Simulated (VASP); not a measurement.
# B (Pm-3m) in VASP: notebook, part 2 of 2

VASP 6.6.1. Earlier steps stand in the parts before.

## (3) Single point, PBE-based screened hybrid with 25 % exact exchange

Input file POSCAR:

```
B
1.0
    1.8744254473      0.0000000000      0.0000000000
    0.0000000000      1.8744254473      0.0000000000
    0.0000000000      0.0000000000      1.8744254473
B
1
Direct
    0.5000000000      0.5000000000      0.5000000000
```

Input file INCAR.step1:

```
SYSTEM = B
ALGO     = Normal         ! electronic algorithm
EDIFF    = 1E-5           ! SCF threshold, eV
ENCUT    = 520            ! plane-wave cutoff, eV
GGA      = PE             ! functional
ISIF     = 2              ! what is computed and relaxed
ISMEAR   = -1             ! smearing method
LASPH    = .TRUE.         ! aspherical terms in the spheres
LCHARG   = .FALSE.        ! write CHGCAR
LREAL    = .FALSE.        ! projectors in reciprocal space
LWAVE    = .TRUE.         ! write WAVECAR
NBANDS   = 8              ! bands
NELM     = 80             ! most SCF steps
PREC     = Accurate       ! precision mode
SIGMA    = 0.05           ! smearing width, eV
```

Input file INCAR.step2:

```
SYSTEM = B
AEXX     = 0.25           ! exact-exchange fraction
ALGO     = Normal         ! electronic algorithm
EDIFF    = 1E-6           ! SCF threshold, eV
ENCUT    = 520            ! plane-wave cutoff, eV
GGA      = PE             ! functional
HFSCREEN = 0.3            ! screening, 1/A
ISIF     = 2              ! what is computed and relaxed
ISMEAR   = -1             ! smearing method
ISTART   = 1            
LASPH    = .TRUE.         ! aspherical terms in the spheres
LCHARG   = .FALSE.        ! write CHGCAR
LHFCALC  = .TRUE.         ! exact exchange
LREAL    = .FALSE.        ! projectors in reciprocal space
LWAVE    = .FALSE.        ! write WAVECAR
NBANDS   = 8              ! bands
NELM     = 80             ! most SCF steps
PREC     = Accurate       ! precision mode
PRECFOCK = Normal       
SIGMA    = 0.05           ! smearing width, eV
```

Input file KPOINTS:

```
k-points
0
G
  7 7 7
  0 0 0
```

Potentials or basis: VASP PAW PBE potentials, release 64 (B).

Launch:

```sh
cat potpaw_PBE.64/B/POTCAR > POTCAR
cp INCAR.step1 INCAR
mpirun -np 1 vasp_std > vasp.out
cp INCAR.step2 INCAR
mpirun -np 1 vasp_std > vasp.out
```

Wall time 59 s (1 thread of Intel Xeon 8259CL, shared host); peak memory 0.2 GiB.

It converged, with:

```yaml
Free_energy: -6.1470 eV
Pressure: 0.0 GPa
Band_gap_on_the_k_mesh: zero (an odd number of electrons rules out a gap without spin polarisation)
```

Levels at points of the mesh, in eV from the Fermi level:
| k point | band 1 | band 2 | band 3 | band 4 | band 5 |
| --- | --- | --- | --- | --- | --- |
| (0.00, 0.00, 0.00) | -17.81 | 15.22 | 15.22 | 15.22 | 25.47 |

Caveat: the k points lie up to 0.48 Å⁻¹ apart, too coarse for converged energies and pressures of a metal; the PAW data sets were made with another functional, which shifts forces and pressure a little.

## (4) Single point, PBEsol-based screened hybrid with 25 % exact exchange

This run uses another cell than the first one, of 6.70 Å³/atom.

Input file POSCAR:

```
B
1.0
    1.8852400000      0.0000000000      0.0000000000
    0.0000000000      1.8852400000      0.0000000000
    0.0000000000      0.0000000000      1.8852400000
B
1
Direct
    0.5000000000      0.5000000000      0.5000000000
```

Input file INCAR.step1:

```
PREC = Accurate
ENCUT = 520
EDIFF = 1E-5
ISMEAR = -1
SIGMA = 0.05
LREAL = F
LASPH = T
NELM = 100
ALGO = Normal
ISIF = 2
LWAVE = T
LCHARG = F
GGA = PE
NBANDS = 8
```

Input file INCAR.step2:

```
PREC = Accurate
ENCUT = 520
EDIFF = 1E-6
ISMEAR = -1
SIGMA = 0.05
LREAL = F
LASPH = T
NELM = 100
ALGO = Normal
ISIF = 2
LWAVE = F
LCHARG = F
GGA = PS
LHFCALC = T
AEXX = 0.25
HFSCREEN = 0.207
PRECFOCK = Normal
ISTART = 1
NBANDS = 8
```

Input file KPOINTS:

```
regular mesh
0
Gamma
  7 7 7
```

Potentials or basis: VASP PAW PBE potentials, release 64 (B).

Launch:

```sh
cat potpaw_PBE.64/B/POTCAR > POTCAR
cp INCAR.step1 INCAR
mpirun -np 1 vasp_std > vasp.out
cp INCAR.step2 INCAR
mpirun -np 1 vasp_std > vasp.out
```

OUTCAR:

```text
PREC = Accurate
   ENCUT = 520
   EDIFF = 1E-6
   ISMEAR = -1
   LREAL = F
   LASPH = T
   NELM = 100
   ISIF = 2
   GGA = PS
   LHFCALC = T
   AEXX = 0.25
   HFSCREEN = 0.207
   PRECFOCK = Normal
   ISTART = 1

 ion  position               nearest neighbor table
   1  0.500  0.500  0.500-

  LATTYP: Found a simple cubic cell.
 ALAT       =     1.8852400000

  Lattice vectors:
[... 400 lines left out ...]
      3      12.8745      0.00000
      4      24.5255      0.00000
      5      27.0315      0.00000
      6      27.0315      0.00000
      7      27.9375      0.00000
      8      34.7379      0.00000

------------------------ aborting loop because EDIFF is reached ----------------------------------------

  FORCE on cell =-STRESS in cart. coord.  units (eV):
  Direction    XX          YY          ZZ          XY          YZ          ZX
  --------------------------------------------------------------------------------------
  -------------------------------------------------------------------------------------
  Total       -0.2666517     -0.2666517     -0.2666517      0.0000000      0.0000000     -0.0000000
  in kB      -63.7609804    -63.7609804    -63.7609804      0.0000000      0.0000000     -0.0000000
  external PRESSURE =     -63.7609804 kB  Pullay stress =       0.0000000 kB

 VOLUME and BASIS-vectors are now :
 -----------------------------------------------------------------------------
  energy-cutoff  :      520.00
  volume of cell :        6.70
      direct lattice vectors                 reciprocal lattice vectors
     1.885240000  0.000000000  0.000000000     0.530436443  0.000000000  0.000000000
     0.000000000  1.885240000  0.000000000     0.000000000  0.530436443  0.000000000
     0.000000000  0.000000000  1.885240000     0.000000000  0.000000000  0.530436443

 POSITION                                       TOTAL-FORCE (eV/Angst)
 -----------------------------------------------------------------------------------
      0.94262      0.94262      0.94262         0.000000      0.000000      0.000000
 -----------------------------------------------------------------------------------
    total drift:                               -0.000000      0.000000     -0.000000

  FREE ENERGIE OF THE ION-ELECTRON SYSTEM (eV)
  ---------------------------------------------------
  free  energy   TOTEN  =        -6.5078648245 eV

  energy  without entropy=       -6.5037779254  energy(sigma->0) =       -6.50582137
```

OSZICAR.step1:

```text
N       E                     dE             d eps       ncg     rms          rms(c)
DAV:   1    -0.310730624114E+01   -0.31073E+01   -0.11515E+03   352   0.249E+02
DAV:   2    -0.572383866755E+01   -0.26165E+01   -0.24991E+01   432   0.359E+01
DAV:   3    -0.572618718983E+01   -0.23485E-02   -0.23485E-02   376   0.124E+00
DAV:   4    -0.572618731091E+01   -0.12108E-06   -0.12155E-06   432   0.859E-03
DAV:   5    -0.572618731147E+01   -0.55330E-09   -0.22088E-11   360   0.223E-05    0.163E+00
DAV:   6    -0.571502929654E+01    0.11158E-01   -0.34722E-03   352   0.350E-01    0.100E+00
DAV:   7    -0.571069947555E+01    0.43298E-02   -0.56681E-03   344   0.463E-01    0.568E-02
DAV:   8    -0.571072294617E+01   -0.23471E-04   -0.36677E-05   336   0.507E-02    0.118E-02
DAV:   9    -0.571072206997E+01    0.87620E-06   -0.36514E-06   224   0.120E-02
   1 F= -.57107221E+01 E0= -.57086786E+01  d E =-.408691E-02
```

Wall time 62 s (1 thread of Intel Xeon 8259CL, shared host); peak memory 0.2 GiB.

Results:

* Free energy: -6.5079 eV
* Pressure: -6.4 GPa
* Band gap on the k mesh: zero (an odd number of electrons rules out a gap without spin polarisation)

Caveat: the k points lie up to 0.48 Å⁻¹ apart, too coarse for converged energies and pressures of a metal; the PAW data sets were made with another functional, which shifts forces and pressure a little.

## (5) The runs side by side

| level | cell | screening parameter | gap on the mesh (eV) | pressure (GPa) |
| --- | --- | --- | --- | --- |
| HSE06 | a = 1.874 Å, 1 atom | 0.2079 1/Å | none | 0.0 |
| PBE-based screened hybrid with 25 % exact exchange | a = 1.874 Å, 1 atom | 0.3 1/Å | none | 0.0 |
| PBEsol-based screened hybrid with 25 % exact exchange | a = 1.885 Å, 1 atom | 0.207 1/Å | none | -6.4 |

Alike in all rows: task single point; potentials or basis VASP PAW PBE potentials, release 64 (B); no spin polarisation; k mesh 7 × 7 × 7; cutoff (eV) 520; smearing fermi-dirac 0.05 eV.

Caveats: all runs use coarse meshes; the PAW data sets were made with another functional, which shifts forces and pressure a little.

Absolute energies hang on the potentials; compare differences alone.
